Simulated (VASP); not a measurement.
ZrSi2:

```xyz
3
Lattice="-1.6439 1.6439 4.5852 1.6439 -1.6439 4.5852 1.6439 1.6439 -4.5852" Properties=species:S:1:pos:R:3 pbc="T T T"
Zr    0.0000    0.0000    0.0000
Si    0.0000    0.0000    2.8432
Si    0.0000    0.0000    6.3272
```

Program: VASP 6.6.1. Alike in all runs: task single point; no spin polarisation; cell as given; k mesh 14 × 14 × 14; cutoff (eV) 520; smearing gaussian 0.05 eV.

**Question.** Order these runs on this cell by their pressure, lowest first.
A. level LDA; potentials or basis VASP PAW LDA potentials, release 64 (Zr_sv, Si)
B. level PBE; potentials or basis VASP PAW PBE potentials, release 64 (Zr_sv, Si)
C. level PBEsol; potentials or basis VASP PAW PBE potentials, release 64 (Zr_sv, Si)

**Answer.** A (-5.8 GPa), C (-3.4 GPa), B (0.0 GPa).

Caveats: the cell stands under tension (at least some runs); the PAW data sets were made with another functional, which shifts forces and pressure a little (at least some runs).
